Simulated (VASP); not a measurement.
Here is a VASP 6.6.1 calculation.

Contents of INCAR:

```
ALGO     = Normal         # electronic algorithm
EDIFF    = 1E-6           # SCF threshold, eV
ENCUT    = 520            # plane-wave cutoff, eV
GGA      = PS             # functional
ISIF     = 2              # what is computed and relaxed
ISMEAR   = 0              # smearing method
LASPH    = True           # aspherical terms in the spheres
LCHARG   = False          # write CHGCAR
LREAL    = False          # projectors in reciprocal space
LWAVE    = False          # write WAVECAR
NBANDS   = 17             # bands
NELM     = 80             # most SCF steps
PREC     = Accurate       # precision mode
SIGMA    = 0.01           # smearing width, eV
```

Contents of KPOINTS:

```
k-points
0
Gamma
  10 10 10
```

The input POSCAR:

```
SnTe
1.0
    0.0000000000      3.0128680534      3.0128680534
    3.0128680534      0.0000000000      3.0128680534
    3.0128680534      3.0128680534      0.0000000000
Sn Te
1 1
Direct
    0.0000000000      0.0000000000      0.0000000000
    0.5000000000      0.5000000000      0.5000000000
```

Potentials or basis: VASP PAW PBE potentials, release 64 (Sn_d, Te).

Run with:

```console
$ cat potpaw_PBE.64/Sn_d/POTCAR potpaw_PBE.64/Te/POTCAR > POTCAR
$ mpirun -np 1 vasp_std > vasp.out
```

(1) Estimate the band gap on the k mesh.

(2) Predict the pressure.

Results:

(1) 0.24 eV, indirect (least direct gap 0.25 eV).

(2) 8.0 GPa.

Caveat: the PAW data sets were made with another functional, which shifts forces and pressure a little; spin-orbit coupling is left out, which moves the levels of the heavy elements.
